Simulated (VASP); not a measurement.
Wanted: the native input for a VASP 6.6.1 run.

```yaml
Task: single point
Functional: LDA
Potentials_or_basis: VASP PAW LDA potentials, release 64 (Ni, Co, O)
Cutoff: 520 eV
k_mesh: 9 × 9 × 6
Occupations: fermi-dirac, width 0.05 eV
Spin: collinear spin, ferromagnetic start
Starting_moments: "[1.0, 2.0, 0.0, 0.0] μB"
Dipole_correction: no
Further_INCAR_settings: ALGO = Normal; EDIFF = 1e-07; NBANDS = 28
```

The structure of CoNiO2 lies in POSCAR:

```
CoNiO2
1.0
    2.9735937763      0.0000000000      0.0000000000
    0.0000000000      2.9735937763      0.0000000000
    0.0000000000      0.0000000000      4.1652200993
Ni Co O
1 1 2
Direct
    0.0000000000      0.0000000000      0.0000000000
    0.5000000000      0.5000000000      0.5000000000
    0.0000000000      0.0000000000      0.5000000000
    0.5000000000      0.5000000000      0.0000000000
```

One way to write it, as run:

INCAR

```
SYSTEM = CoNiO2
PREC = Accurate ; ENCUT = 520
EDIFF = 1E-7 ; ISMEAR = -1
SIGMA = 0.05 ; LREAL = .False.
LASPH = .True. ; NELM = 150
ALGO = Normal ; ISIF = 2
LWAVE = .False. ; LCHARG = .False.
ISPIN = 2 ; MAGMOM = 1 2 0 0
LORBIT = 11 ; LMAXMIX = 4
NBANDS = 28
```

KPOINTS

```
Automatic mesh
0
Gamma
  9 9 6
  0 0 0
```

Potentials or basis: VASP PAW LDA potentials, release 64 (Ni, Co, O).

Command:

```bash
$ cat potpaw_LDA.64/Ni/POTCAR potpaw_LDA.64/Co/POTCAR potpaw_LDA.64/O/POTCAR > POTCAR
$ mpirun -np 1 vasp_std > vasp.out
```

Results of the run:

```yaml
Pressure: -18.7 GPa
Band_gap_on_the_k_mesh: zero (filled and empty bands overlap)
Net_moment: 2.98 μB per cell
Site_moments: Ni +0.54; Co +2.08; O +0.17, +0.12 μB
Valence_electrons_inside_the_program's_atomic_spheres: Ni 9.08; Co 7.92; O 4.92, 4.91
```

Caveat: the cell stands under tension; semilocal functionals often make such compounds metallic where correlation or magnetic order opens a gap, which also shifts bond lengths.

It took 57 s on 1 thread of Intel(R) Xeon(R) 6975P-C (Granite Rapids) (shared host), peak memory 0.21 GiB.
